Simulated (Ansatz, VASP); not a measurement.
**Si in VASP and in Ansatz**

```
Si
1.0
     0.00000    2.75767    2.75767
     2.75767    0.00000    2.75767
     2.75767    2.75767    0.00000
Si
2
Cartesian
  2.7577 2.7577 2.7577
  4.1365 4.1365 4.1365
```

Change from the starting cell: volume scaled by 1.04.

Alike in both runs: task single point; functional LDA; k mesh 8 × 8 × 8; occupations fermi-dirac, width 0.15 eV; no spin polarisation.

|  | VASP | Ansatz |
| --- | --- | --- |
| version | VASP 6.6.1 | Ansatz 0.2.0 |
| potentials or method | VASP PAW LDA potentials, release 64 (Si), cutoff 520 eV | all-electron LAPW, point nuclei |

VASP gave:

```
gap on the k mesh at the Fermi level (eV) : 0.58
least direct gap on the mesh (eV)         : 2.42
pressure (GPa)                            : -5.3
```

**Question.** Which values does Ansatz return?

**Answer.** gap on the k mesh at the Fermi level (eV): 0.59; least direct gap on the mesh (eV): 2.41; pressure (GPa): -5.3.

LDA's correlation is that of Perdew and Zunger in VASP and of Perdew and Wang (1992) in Ansatz. Ansatz ran all-electron here, and VASP with PAW potentials.
